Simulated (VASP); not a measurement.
The system is In3AgO4.

```xyz
8
Lattice="5.2008 0.0000 0.0000 0.0000 5.2008 0.0000 0.0000 0.0000 5.2008" Properties=species:S:1:pos:R:3 pbc="T T T"
In    2.6004    0.0000    0.0000
In    0.0000    2.6004    0.0000
In    0.0000    0.0000    2.6004
Ag    0.0000    0.0000    0.0000
O     1.2222    1.2222    1.2222
O     1.2222    3.9786    3.9786
O     3.9786    3.9786    1.2222
O     3.9786    1.2222    3.9786
```

* Program: VASP 6.6.1
* Task: relaxation of cell and atoms
* Functional: PBE
* Potentials or basis: VASP PAW PBE potentials, release 64 (In_d, Ag, O)
* Cutoff: 600 eV
* k mesh: 4 × 4 × 4
* Occupations: gaussian, width 0.1 eV
* Spin: no spin polarisation

At the start: pressure 17.0 GPa; volume 17.58 Å³/atom.

**Question.** Where does the relaxation end?

**Answer.** Over 7 steps the energy falls by 148.5 meV/atom and the volume is 19.88 Å³/atom (+13.1 %); space group P-43m (No. 215, to 0.1 Å) before and after.

The path:
```csv
step,energy change (eV),largest force (eV/Å),pressure (GPa),volume (Å³)
1,0.0000,2.4360,17.04,140.67
2,-0.3643,1.2648,-8.31,182.29
3,-1.1859,0.0070,-0.40,160.76
4,-1.1866,0.0414,-0.16,160.34
5,-1.1864,0.0758,0.07,159.93
6,-1.1869,0.0662,0.09,159.72
7,-1.1877,0.0361,0.16,159.07
```

Final structure:
```
In Ag O
1.0
     5.41825    0.00000    0.00000
     0.00000    5.41825    0.00000
     0.00000    0.00000    5.41825
In Ag O
3 1 4
Direct
  0.50000 0.00000 0.00000
  0.00000 0.50000 0.00000
  0.00000 0.00000 0.50000
  0.00000 0.00000 0.00000
  0.24280 0.24280 0.24280
  0.24280 0.75720 0.75720
  0.75720 0.75720 0.24280
  0.75720 0.24280 0.75720
```
